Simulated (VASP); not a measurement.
# ZnS (P1) in VASP: notebook

The runs below take ZnS through single point, with PBE.

All numbers are computed with VASP 6.6.1; they aren't measurements. Logs are shortened: lines on timing, memory, paths and dates and some standing lists are left out, and cuts for length are marked.

### Step 1. The cell of the first run

The typed cell holds 32 atoms: a = 3.887 Å, b = 3.887 Å, c = 50.806 Å, α = 90.00°, β = 90.00°, γ = 120.00°.

### Step 2. Single point, PBE

The input, INCAR:

```
ALGO     = Normal         # electronic algorithm
EDIFF    = 1E-7           # SCF threshold, eV
ENCUT    = 520            # plane-wave cutoff, eV
GGA      = PE             # functional
ISIF     = 2              # what is computed and relaxed
ISMEAR   = -1             # smearing method
LASPH    = True           # aspherical terms in the spheres
LCHARG   = True           # write CHGCAR
LELF     = True           # ELF
LREAL    = Auto         
LVHAR    = True         
LWAVE    = False          # write WAVECAR
NBANDS   = 166            # bands
NELM     = 80             # most SCF steps
PREC     = Accurate       # precision mode
SIGMA    = 0.0259         # smearing width, eV
```

The input, KPOINTS:

```
k-points
0
Gamma
  3 3 1
```

The input, POSCAR:

```
ZnS
1.0
    3.8867093372      0.0000000000      0.0000000000
   -1.9433546686      3.3659890231      0.0000000000
    0.0000000000      0.0000000000     50.8057055556
Zn S
16 16
Direct
    0.3310312432      0.7957735398      0.5105785407
    0.2654142757      0.5562166089      0.8796453963
    0.6271038165      0.2930969154      0.1857368557
   -0.1103816845      0.0478355690      0.4393856902
    0.2302672504      0.5136591320      0.1262284212
    0.6677070859      0.1621594712      0.0010016395
    0.6760509509      0.3433668357      0.6294712503
    0.0060003400      0.0044940729      0.2482168068
   -0.0409476438     -0.1379746032      0.9403620219
    0.6714976321      0.2757454031      0.8147998448
    0.2774188145      0.6543274458      0.6895334809
    0.0305157982     -0.0250900996      0.7519408220
    0.5618894363      0.4069936029      0.3751075749
    0.0379894629      0.0625902219      0.5684431637
    0.3409461124      0.7416512600      0.3115402459
   -0.0349096151     -0.0829640258      0.0628640222
    0.6146380297      0.2177977988      0.0485245697
   -0.0248847371     -0.1217630233      0.1127870962
    0.2181315834      0.6919859168      0.3569947076
    0.5916917634      0.4230040533      0.4229624166
    0.6342150054      0.3307375610      0.6764064119
    0.3757716806      0.7158499280      0.5550295521
    0.6100907996      0.2368742128      0.8638446316
   -0.0532865890      0.0574128432      0.4892289700
    0.0039531003     -0.1372078152      0.9887296210
    0.0010649824     -0.0650991428      0.7987431049
    0.3816133755      0.6596584198      0.7370958752
    0.0327337106      0.0605542676      0.2957366468
    0.2918335740      0.5019038946      0.9265329255
    0.0079221507      0.0600364406      0.6168189706
    0.2872413621      0.6123620683      0.1707396227
    0.6560555979      0.2944379774      0.2356741013
```

Potentials or basis: VASP PAW PBE potentials, release 64 (Zn, S).

On the command line:

```
> cat potpaw_PBE.64/Zn/POTCAR potpaw_PBE.64/S/POTCAR > POTCAR
> mpirun -np 1 vasp_std > vasp.out
```

OUTCAR:

```text
EDIFF = 1E-7
   ENCUT = 520
   GGA = PE
   ISIF = 2
   ISMEAR = -1
   LASPH = True
   LREAL = Auto
   NELM = 80
   PREC = Accurate

 ion  position               nearest neighbor table
   1  0.331  0.796  0.511-  22 2.30  24 2.35  24 2.44  24 2.71
   2  0.265  0.556  0.880-  23 2.35  23 2.38  29 2.40  23 2.43
   3  0.627  0.293  0.186-  31 2.35  31 2.35  31 2.41  32 2.54
   4  0.890  0.048  0.439-  20 2.26  20 2.42  20 2.51  24 2.54
   5  0.230  0.514  0.126-  18 2.21  18 2.26  31 2.29  18 2.60
   6  0.668  0.162  0.001-  25 2.23  25 2.32  25 2.44  17 2.44
[... 24 lines left out ...]
  31  0.287  0.612  0.171-   5 2.29   3 2.35   3 2.35   3 2.41
  32  0.656  0.294  0.236-   8 2.25   8 2.28   8 2.47   3 2.54

  LATTYP: Found a hexagonal cell.
 ALAT       =     3.8867093372
 C/A-ratio  =    13.0716503725

  Lattice vectors:

 A1 = (   3.8867093372,   0.0000000000,   0.0000000000)
 A2 = (  -1.9433546686,   3.3659890231,   0.0000000000)
 A3 = (   0.0000000000,   0.0000000000,  50.8057055556)

Analysis of symmetry for initial positions (statically):
=====================================================================
 Subroutine PRICEL returns:
 Original cell was already a primitive cell.

 Routine SETGRP: Setting up the symmetry group for a
 hexagonal supercell.

 Subroutine GETGRP returns: Found  1 space group operations
 (whereof  1 operations were pure point group operations)
 out of a pool of 24 trial point group operations.

The static configuration has the point symmetry C_1 .

Analysis of symmetry for dynamics (positions and initial velocities):
=====================================================================
 Subroutine PRICEL returns:
 Original cell was already a primitive cell.

 Routine SETGRP: Setting up the symmetry group for a
 hexagonal supercell.

 Subroutine GETGRP returns: Found  1 space group operations
 (whereof  1 operations were pure point group operations)
 out of a pool of 24 trial point group operations.

The dynamic configuration has the point symmetry C_1 .

 Subroutine INISYM returns: Found  1 space group operations
 (whereof  1 operations are pure point group operations),
 and found     1 'primitive' translations

----------------------------------------------------------------------------------------

                                     Primitive cell

  volume of cell :     664.6718

  direct lattice vectors                    reciprocal lattice vectors
     3.886709337  0.000000000  0.000000000     0.257287055  0.148544751  0.000000000
    -1.943354669  3.365989023  0.000000000     0.000000000  0.297089501  0.000000000
     0.000000000  0.000000000 50.805705556     0.000000000  0.000000000  0.019682829

  length of vectors
     3.886709337  3.886709337 50.805705556     0.297089501  0.297089501  0.019682829

  position of ions in fractional coordinates (direct lattice)
     0.331031243  0.795773540  0.510578541
     0.265414276  0.556216609  0.879645396
     0.627103816  0.293096915  0.185736856
     0.889618316  0.047835569  0.439385690
     0.230267250  0.513659132  0.126228421
     0.667707086  0.162159471  0.001001639
[... 24 lines left out ...]
     0.287241362  0.612362068  0.170739623
     0.656055598  0.294437977  0.235674101

  ion indices of the primitive-cell ions
   primitive index   ion index
                 1           1
                 2           2
                 3           3
                 4           4
                 5           5
                 6           6
[... 24 lines left out ...]
                31          31
                32          32

----------------------------------------------------------------------------------------

 KPOINTS: k-points

Automatic generation of k-mesh.
 Grid dimensions read from file:
 generate k-points for:    3    3    1

 Generating k-lattice:

  Cartesian coordinates                     Fractional coordinates (reciprocal lattice)
     0.085762352  0.049514917  0.000000000     0.333333333  0.000000000  0.000000000
     0.000000000  0.099029834  0.000000000     0.000000000  0.333333333  0.000000000
     0.000000000  0.000000000  0.019682829     0.000000000  0.000000000  1.000000000

  Length of vectors
     0.099029834  0.099029834  0.019682829

  Shift w.r.t. Gamma in fractional coordinates (k-lattice)
     0.000000000  0.000000000  0.000000000

 Subroutine IBZKPT returns following result:
 ===========================================

 Found      5 irreducible k-points:

 Following reciprocal coordinates:
            Coordinates               Weight
  0.000000  0.000000  0.000000      1.000000
  0.333333 -0.000000  0.000000      2.000000
  0.000000  0.333333  0.000000      2.000000
 -0.333333  0.333333  0.000000      2.000000
  0.333333  0.333333  0.000000      2.000000
   k-points           NKPTS =      5   k-points in BZ     NKDIM =      5   number of bands    NBANDS=    166
   number of dos      NEDOS =    301   number of ions     NIONS =     32
   total plane-waves  NPLWV = 340200
   dimension x,y,z NGX =    30 NGY =   30 NGZ =  378
   dimension x,y,z NGXF=    60 NGYF=   60 NGZF=  756
   ions per type =              16  16
   NGX,Y,Z   is equivalent  to a cutoff of  12.83, 12.83, 12.37 a.u.
   NGXF,Y,Z  is equivalent  to a cutoff of  25.66, 25.66, 24.74 a.u.
 SYSTEM =  unknown system
   PREC   = accura    normal or accurate (medium, high low for compatibility)
   ISTART =      0    job   : 0-new  1-cont  2-samecut
   ICHARG =      2    charge: 1-file 2-atom 10-const
   ISPIN  =      1    spin polarized calculation?
   LNONCOLLINEAR =      F non collinear calculations
   LSORBIT =      F    spin-orbit coupling
   LASPH  =      T    aspherical Exc in radial PAW
   ENCUT  =  520.0 eV  38.22 Ry    6.18 a.u.   7.23  7.23 94.46*2*pi/ulx,y,z
   NELM   =     80;   NELMIN=  2; NELMDL= -5     # of ELM steps
   EDIFF  = 0.1E-06   stopping-criterion for ELM
   LREAL  =      T    real-space projection
   EDIFFG = 0.1E-05   stopping-criterion for IOM
   NSW    =      0    number of steps for IOM
   IBRION =     -1    ionic relax: 0-MD 1-quasi-New 2-CG
   NFREE  =      0    steps in history (QN), initial steepest desc. (CG)
   ISIF   =      2    stress and relaxation
   ISYM   =      2    0-nonsym 1-usesym 2-fastsym
   POTIM  = 0.5000    time-step for ionic-motion
   TEBEG  =    0.0;   TEEND  =   0.0 temperature during run
   PSTRESS=    0.0 pullay stress
   NELECT =     288.0000    total number of electrons
   NUPDOWN=      -1.0000    fix difference up-down
   EMIN   =  10.00;   EMAX   =-10.00  energy-range for DOS
   EFERMI =   0.00;   METHOD = LEGACY
   ISMEAR =    -1;   SIGMA  =   0.03  broadening in eV -4-tet -1-fermi 0-gaus
   EFERMI_NEDOS =   21; number of points for ismear=-14 and -15
   IALGO  =     38    algorithm
   IMIX   =      4    mixing-type and parameters
     AMIX     =   0.40;   BMIX     =  1.00
     AMIX_MAG =   1.60;   BMIX_MAG =  1.00
  volume/ion in A,a.u.               =      20.77       140.17
  Fermi-wavevector in a.u.,A,eV,Ry     =   1.238806  2.341004 20.880044  1.534640
  Thomas-Fermi vector in A             =   2.373316
   LORBIT       =      0    0 simple, 1 ext, 2 COOP (PROOUT), +10 PAW based schemes
   GGA     = PE    functional components
   LHFCALC =     F    Hartree Fock is set to
   AEXX    =    0.0000 exact exchange contribution
   IVDW    =     0    specifies the selected vdW correction
   LEPSILON=     F    determine dielectric tensor
   LRPA    =     F    only Hartree local field effects (RPA)
 non-spin polarized calculation
  energy-cutoff  :      520.00
  volume of cell :      664.67
 maximum number of plane-waves:     17979
 NGX is ok and might be reduce to    30
   NGX = 15   NGY = 15   NGZ =189

 number of electron     288.0000000 magnetization

 Free energy of the ion-electron system (eV)
  ---------------------------------------------------
  ext. energy  EPLUGINS =         0.00000000
  ---------------------------------------------------
  free energy    TOTEN  =      -106.12308709 eV

  energy without entropy =     -106.12308709  energy(sigma->0) =     -106.12308709

 E-fermi :   2.7908     XC(G=0):  -9.3762

 val. band max:        2.2568169368   @ k =   0.0000   0.0000   0.0000
 cond. band min:       3.3194522964   @ k =   0.0000   0.0000   0.0000
 fundamental gap:      1.0626353597
 Fermi energy:         2.7908223568

 k-point     1 :       0.0000    0.0000    0.0000
  band No.  band energies     occupation
      1     -11.7868      2.00000
      2     -11.5104      2.00000
      3     -11.4290      2.00000
      4     -11.2068      2.00000
      5     -11.1084      2.00000
      6     -11.0121      2.00000
[... 148 lines left out ...]
    155       4.8313      0.00000
    156       5.0377      0.00000

 k-point     2 :       0.3333   -0.0000    0.0000
  band No.  band energies     occupation
      1     -11.2582      2.00000
      2     -11.0189      2.00000
      3     -10.8914      2.00000
      4     -10.7664      2.00000
      5     -10.6399      2.00000
      6     -10.5911      2.00000
[... 148 lines left out ...]
    155       5.8392      0.00000
    156       5.8630      0.00000

 k-point     3 :       0.0000    0.3333    0.0000
  band No.  band energies     occupation
      1     -11.2680      2.00000
      2     -11.0530      2.00000
      3     -10.8862      2.00000
      4     -10.7703      2.00000
      5     -10.6689      2.00000
      6     -10.6075      2.00000
[... 148 lines left out ...]
    155       5.7490      0.00000
    156       5.8361      0.00000

 k-point     4 :      -0.3333    0.3333    0.0000
  band No.  band energies     occupation
      1     -11.2716      2.00000
      2     -11.0074      2.00000
      3     -10.8903      2.00000
      4     -10.7574      2.00000
      5     -10.6457      2.00000
      6     -10.6053      2.00000
[... 148 lines left out ...]
    155       5.8231      0.00000
    156       5.9247      0.00000

 k-point     5 :       0.3333    0.3333    0.0000
  band No.  band energies     occupation
      1     -10.9556      2.00000
      2     -10.7180      2.00000
      3     -10.5901      2.00000
      4     -10.5336      2.00000
      5     -10.4126      2.00000
      6     -10.2876      2.00000
[... 148 lines left out ...]
    155       6.5279      0.00000
    156       6.6303      0.00000
 [bands above 156 left out]

------------------------ aborting loop because EDIFF is reached ----------------------------------------

  FORCE on cell =-STRESS in cart. coord.  units (eV):
  Direction    XX          YY          ZZ          XY          YZ          ZX
  --------------------------------------------------------------------------------------
  -------------------------------------------------------------------------------------
  Total        4.4616854     -0.6060182     -9.8344657     -1.8458066     -0.0440304      0.6951896
  in kB       10.7547985     -1.4607940    -23.7057721     -4.4492780     -0.1061344      1.6757399
  external PRESSURE =      -4.8039225 kB  Pullay stress =       0.0000000 kB

 VOLUME and BASIS-vectors are now :
 -----------------------------------------------------------------------------
  energy-cutoff  :      520.00
  volume of cell :      664.67
      direct lattice vectors                 reciprocal lattice vectors
     3.886709337  0.000000000  0.000000000     0.257287055  0.148544751  0.000000000
    -1.943354669  3.365989023  0.000000000     0.000000000  0.297089501  0.000000000
     0.000000000  0.000000000 50.805705556     0.000000000  0.000000000  0.019682829

 POSITION                                       TOTAL-FORCE (eV/Angst)
 -----------------------------------------------------------------------------------
     -0.25985      2.67856     25.94030        -0.162568     -0.397800     -1.552383
     -0.04934      1.87222     44.69100         0.125032      0.115981     -0.089227
      1.86778      0.98656      9.43649         0.032091     -0.151153      0.616566
      3.36473      0.16101     22.32330         0.218455      0.742065      0.390610
     -0.10324      1.72897      6.41312         1.049073      0.160176     -0.050407
      2.28005      0.54583      0.05089        -0.565065      0.684691      0.741600
[... 24 lines left out ...]
     -0.07361      2.06120      8.67455         0.139928      0.084273      0.786471
      1.97770      0.99107     11.97359        -0.281679      0.749141     -1.186676
 -----------------------------------------------------------------------------------
    total drift:                               -0.000010     -0.000658      0.010814

  FREE ENERGIE OF THE ION-ELECTRON SYSTEM (eV)
  ---------------------------------------------------
  free  energy   TOTEN  =      -106.1230870941 eV

  energy  without entropy=     -106.1230870938  energy(sigma->0) =     -106.12308709
```

Run time: 24 min. Hardware: 1 thread of Intel Xeon Platinum 8259CL at 2.50GHz (Skylake/Cascade Lake), shared host; peak memory 0.87 GiB.

Results:

```yaml
Free_energy: -106.1231 eV
Pressure: -0.5 GPa
Largest_force: 1.816 eV/Å
Band_gap_on_the_k_mesh: 1.06 eV
```

Forces in eV/Å, atoms in the order of the input:
```
Zn  -0.163 -0.398 -1.552
Zn   0.125  0.116 -0.089
Zn   0.032 -0.151  0.617
Zn   0.218  0.742  0.391
Zn   1.049  0.160 -0.050
Zn  -0.565  0.685  0.742
Zn  -1.060  0.876  0.623
Zn   0.184 -0.629  0.648
Zn   0.262 -0.577  0.567
Zn  -0.062 -0.204  0.258
Zn   0.591  0.207  0.623
Zn   0.236  0.247  0.103
Zn   0.220 -0.415 -0.158
Zn   0.155 -0.275  0.599
Zn   0.599 -0.315 -0.197
Zn   0.000 -0.515  0.750
S    0.259  0.397 -0.221
S   -1.221 -0.016 -1.344
S    0.038  0.532  0.769
S   -0.107 -0.872 -0.061
S   -0.316 -0.134 -0.335
S   -0.422  0.333  0.065
S    0.112 -0.157 -0.396
S    0.203  0.388  0.443
S    0.283 -0.639 -0.953
S   -0.022  0.213  0.292
S   -0.509 -0.339 -0.282
S   -0.816  0.129 -0.104
S   -0.293  0.751 -0.340
S    1.129 -0.972 -1.006
S    0.140  0.084  0.786
S   -0.282  0.749 -1.187
```

Stress tensor (GPa, compression positive):
```
 1.08 -0.44  0.17
-0.44 -0.15 -0.01
 0.17 -0.01 -2.37
```

Levels at points of the mesh, in eV from the valence-band top:
```tsv
k point	band 140	band 141	band 142	band 143	band 144	band 145	band 146	band 147	band 148	band 149
(0.00, 0.00, 0.00)	-0.25	-0.22	-0.12	-0.09	0.00	1.06	1.37	1.66	1.89	2.01
```

Caveat: the k points lie up to 0.62 Å⁻¹ apart; the atoms stand as in a frame of molecular dynamics; forces of over 1 eV/Å act on the atoms, so gaps and moduli don't describe the material at rest.

### Step 3. Single point, PBE

The input, INCAR:

```
PREC = Accurate
ENCUT = 520
EDIFF = 1E-6
ISMEAR = -1
SIGMA = 0.0259
LREAL = Auto
LASPH = T
NELM = 100
ALGO = Normal
ISIF = 2
LWAVE = F
LCHARG = F
GGA = PE
NBANDS = 166
```

The input, KPOINTS:

```
Automatic mesh
0
Gamma
  3 3 1
```

The input, POSCAR:

```
ZnS
1.0
    3.8867093372      0.0000000000      0.0000000000
   -1.9433546686      3.3659890231      0.0000000000
    0.0000000000      0.0000000000     50.8057055556
Zn S
16 16
Direct
    0.2746519417      0.7422804955      0.5075511248
    0.2704452014      0.5401782322      0.8788373769
    0.6613316432      0.3196029436      0.1866704910
   -0.1039133082      0.0682753266      0.4383315369
    0.2359641126      0.5401725875      0.1281235627
    0.6250959025      0.1975362948      0.0030357811
    0.6706485048      0.3456089702      0.6302754120
   -0.0171069869     -0.0188580532      0.2481646670
    0.0097284839     -0.0817010983      0.9413904497
    0.6512261108      0.2601170099      0.8162868037
    0.3250442289      0.6583051771      0.6906502255
    0.0575437811     -0.0508816276      0.7561336779
    0.6408454275      0.4199582917      0.3759969041
    0.0503785490      0.0559351200      0.5698079514
    0.3309888253      0.7121187810      0.3136160167
   -0.0715298799     -0.0851161421      0.0652412552
    0.5903026576      0.2194704127      0.0495946267
   -0.0810995319     -0.1111913905      0.1101592221
    0.2739955059      0.7717900986      0.3611232794
    0.5537334533      0.4012345230      0.4213863732
    0.6397153501      0.3457503848      0.6778521354
    0.3706131417      0.7175543305      0.5533904842
    0.6291994053      0.2349618476      0.8609264161
   -0.0647348934      0.0787305004      0.4898217775
   -0.0302525469     -0.1337737577      0.9857918604
   -0.0012861804     -0.0385235956      0.8016080784
    0.3657519703      0.6342890560      0.7380200627
   -0.0355603109      0.0400845039      0.2985430836
    0.3243476641      0.5667210995      0.9256746557
    0.0001541014      0.0055805292      0.6149121375
    0.3020433974      0.6442302649      0.1727704380
    0.6460563937      0.3506351304      0.2316390821
```

Potentials or basis: VASP PAW PBE potentials, release 64 (Zn, S).

On the command line:

```
> cat potpaw_PBE.64/Zn/POTCAR potpaw_PBE.64/S/POTCAR > POTCAR
> mpirun -np 1 vasp_std > vasp.out
```

It took 23 min on 1 thread of Oxide Virtual Turin-like, shared host; peak memory 0.84 GiB.

Results (log left out):

- Free energy: -106.6844 eV
- Pressure: -0.7 GPa
- Largest force: 1.501 eV/Å
- Band gap on the k mesh: 0.81 eV

Forces in eV/Å, atoms in the order of the input:
```
Zn   0.040 -0.013 -0.468
Zn   0.237  0.269 -0.225
Zn  -0.507 -0.147 -0.059
Zn  -0.101 -0.021  0.553
Zn   0.100  0.236 -0.836
Zn   0.089  0.029 -0.209
Zn  -0.043 -0.138  0.309
Zn  -0.318  0.696  0.637
Zn  -0.121 -0.279 -0.604
Zn  -0.099  0.475 -0.319
Zn  -0.825  0.491  0.797
Zn  -0.560  0.266 -0.548
Zn  -0.723  0.135  0.052
Zn  -0.145 -0.070 -0.481
Zn  -0.751 -0.112  0.425
Zn   0.206 -0.363 -0.396
S   -0.095  0.371 -0.207
S   -0.074 -0.098  0.921
S    0.844 -0.325 -0.642
S    0.329  0.084  0.697
S    1.065 -0.567 -0.893
S   -0.118  0.036  0.070
S   -0.145 -0.203  1.131
S    0.099 -0.061 -0.498
S   -0.214  0.033  0.992
S    0.176 -0.528 -0.207
S    0.313 -0.189  0.233
S    0.668  0.125 -0.939
S    0.039  0.239 -0.309
S   -0.026  0.216  0.347
S    0.462  0.093 -0.112
S    0.198 -0.679  0.791
```

Stress tensor (GPa, compression positive):
```
-0.15  0.19 -0.40
 0.19 -0.82  0.06
-0.40  0.06 -1.22
```

Levels at points of the mesh, in eV from the valence-band top:
```tsv
k point	band 142	band 143	band 144	band 145	band 146	band 147
(0.00, 0.00, 0.00)	-0.23	-0.21	0.00	0.81	1.43	1.57
```

Caveat: the k points lie up to 0.62 Å⁻¹ apart; the atoms stand as in a frame of molecular dynamics; forces of over 1 eV/Å act on the atoms, so gaps and moduli don't describe the material at rest.
